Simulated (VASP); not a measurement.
# Cr (Im-3m) in VASP: further runs, part 2 of 2

VASP 6.6.1.

**4. Single point, LDA, collinear spin, ferromagnetic start**

INCAR

```
PREC     = Accurate       # precision mode
ENCUT    = 520            # plane-wave cutoff, eV
EDIFF    = 1E-7           # SCF threshold, eV
ISMEAR   = 1              # smearing method
SIGMA    = 0.03           # smearing width, eV
LREAL    = F              # projectors in reciprocal space
LASPH    = T              # aspherical terms in the spheres
NELM     = 150            # most SCF steps
ALGO     = Normal         # electronic algorithm
ISIF     = 2              # what is computed and relaxed
LWAVE    = F              # write WAVECAR
LCHARG   = T              # write CHGCAR
ISPIN    = 2              # spin polarisation
MAGMOM   = 1.5            # initial moments
LORBIT   = 11             # projections on sites
LMAXMIX  = 4              # l up to which the mixer works
LELF     = T              # ELF
LVHAR    = T            
NBANDS   = 16             # bands
```

KPOINTS

```
Automatic mesh
0
Gamma
  16 16 16
```

POSCAR

```
Cr
1.0
   -1.3938676992      1.3938676992      1.3938676992
    1.3938676992     -1.3938676992      1.3938676992
    1.3938676992      1.3938676992     -1.3938676992
Cr
1
Direct
    0.0000000000      0.0000000000      0.0000000000
```

Potentials or basis: VASP PAW LDA potentials, release 64 (Cr_pv).

Launch:

```console
$ cat potpaw_LDA.64/Cr_pv/POTCAR > POTCAR
$ mpirun -np 1 vasp_std > vasp.out
```

OUTCAR:

```text
PREC = Accurate
   ENCUT = 520
   EDIFF = 1E-7
   ISMEAR = 1
   LREAL = F
   LASPH = T
   NELM = 150
   ISIF = 2
   ISPIN = 2
   LORBIT = 11

 ion  position               nearest neighbor table
   1  0.000  0.000  0.000-

  LATTYP: Found a body centered cubic cell.
 ALAT       =     2.7877353984

  Lattice vectors:

 A1 = (  -1.3938676992,   1.3938676992,   1.3938676992)
 A2 = (   1.3938676992,  -1.3938676992,   1.3938676992)
 A3 = (   1.3938676992,   1.3938676992,  -1.3938676992)

Analysis of symmetry for initial positions (statically):
=====================================================================
 Subroutine PRICEL returns:
 Original cell was already a primitive cell.

 Routine SETGRP: Setting up the symmetry group for a
 body centered cubic supercell.

 Subroutine GETGRP returns: Found 48 space group operations
 (whereof 48 operations were pure point group operations)
 out of a pool of 48 trial point group operations.

The static configuration has the point symmetry O_h .

Analysis of symmetry for dynamics (positions and initial velocities):
[... 640 lines left out ...]

 spin component 2

 k-point     1 :       0.0000    0.0000    0.0000
  band No.  band energies     occupation
      1     -30.5054      1.00000
      2     -30.5054      1.00000
      3     -30.5054      1.00000
      4       3.7367      1.00000
      5      10.7314      1.00000
      6      10.7314      1.00000
[... 435 lines left out ...]
      5       9.3050      1.00000
      6      10.0243      1.00000
[... 8 lines left out ...]
     15      42.3844      0.00000
     16      46.9087      0.00000

 [... further k-points ...]

------------------------ aborting loop because EDIFF is reached ----------------------------------------

  FORCE on cell =-STRESS in cart. coord.  units (eV):
  Direction    XX          YY          ZZ          XY          YZ          ZX
  --------------------------------------------------------------------------------------
  -------------------------------------------------------------------------------------
  Total        0.0188330      0.0188330      0.0188330     -0.0000000      0.0000000      0.0000000
  in kB        2.7855099      2.7855099      2.7855099     -0.0000000      0.0000000      0.0000000
  external PRESSURE =       2.7855099 kB  Pullay stress =       0.0000000 kB

 VOLUME and BASIS-vectors are now :
 -----------------------------------------------------------------------------
  energy-cutoff  :      520.00
  volume of cell :       10.83
      direct lattice vectors                 reciprocal lattice vectors
    -1.393867699  1.393867699  1.393867699     0.000000000  0.358714102  0.358714102
     1.393867699 -1.393867699  1.393867699     0.358714102  0.000000000  0.358714102
     1.393867699  1.393867699 -1.393867699     0.358714102  0.358714102  0.000000000

 POSITION                                       TOTAL-FORCE (eV/Angst)
 -----------------------------------------------------------------------------------
      0.00000      0.00000      0.00000         0.000000      0.000000      0.000000
 -----------------------------------------------------------------------------------
    total drift:                                0.000000      0.000000      0.000000

  FREE ENERGIE OF THE ION-ELECTRON SYSTEM (eV)
  ---------------------------------------------------
  free  energy   TOTEN  =       -10.6294998813 eV

  energy  without entropy=      -10.6294207027  energy(sigma->0) =      -10.62947349

 total charge

# of ion       s       p       d       tot
------------------------------------------
    1        0.449   6.442   4.315  11.207

 magnetization (x)

# of ion       s       p       d       tot
------------------------------------------
    1        0.000   0.000   0.000   0.000
```

stdout:

```text
POSCAR found type information on POSCAR Cr
 POSCAR found :  1 types and       1 ions
 scaLAPACK will be used
 LDA part: xc-table for (Slater(with rela. corr.)+CA(PZ))
 , standard interpolation
 POSCAR, INCAR and KPOINTS ok, starting setup
 FFT: planning ... GRIDC
 FFT: planning ... GRID_SOFT
 FFT: planning ... GRID
 WAVECAR not read
 entering main loop
```

Wall time 31 s (1 thread of Intel Xeon 6975P-C, shared host); peak memory 0.15 GiB.

What came out:

| Item | Value |
| --- | --- |
| Free energy | -10.6295 eV |
| Pressure | 0.3 GPa |
| Band gap on the k mesh | zero (filled and empty bands overlap) |
| Net moment | 0.00 μB per cell |
| Valence electrons inside the program's atomic spheres | Cr 11.21 |

Levels at points of the mesh, in eV from the Fermi level:
Spin up:
| k point | band 2 | band 3 | band 4 | band 5 | band 6 | band 7 | band 8 | band 9 | band 10 | band 11 |
| --- | --- | --- | --- | --- | --- | --- | --- | --- | --- | --- |
| (0.00, 0.00, 0.00) | -42.19 | -42.19 | -7.95 | -0.95 | -0.95 | -0.95 | 1.23 | 1.23 | 5.44 | 22.89 |
| (0.50, 0.00, 0.00) | -42.55 | -42.20 | -4.71 | -2.65 | 1.26 | 1.44 | 1.61 | 3.19 | 5.43 | 10.81 |
| (0.50, 0.50, 0.50) | -42.97 | -42.97 | -4.71 | -4.71 | 2.75 | 2.75 | 2.75 | 5.43 | 11.27 | 11.27 |
Spin down:
```tsv
k point	band 4	band 5	band 6	band 7	band 8	band 9
(0.00, 0.00, 0.00)	-7.95	-0.95	-0.95	-0.95	1.23	1.23
(0.50, 0.00, 0.00)	-4.71	-2.65	1.26	1.44	1.61	3.19
(0.50, 0.50, 0.50)	-4.71	-4.71	2.75	2.75	2.75	5.43
```

Caveat: the starting moments collapsed, and a magnetic state may lie lower.
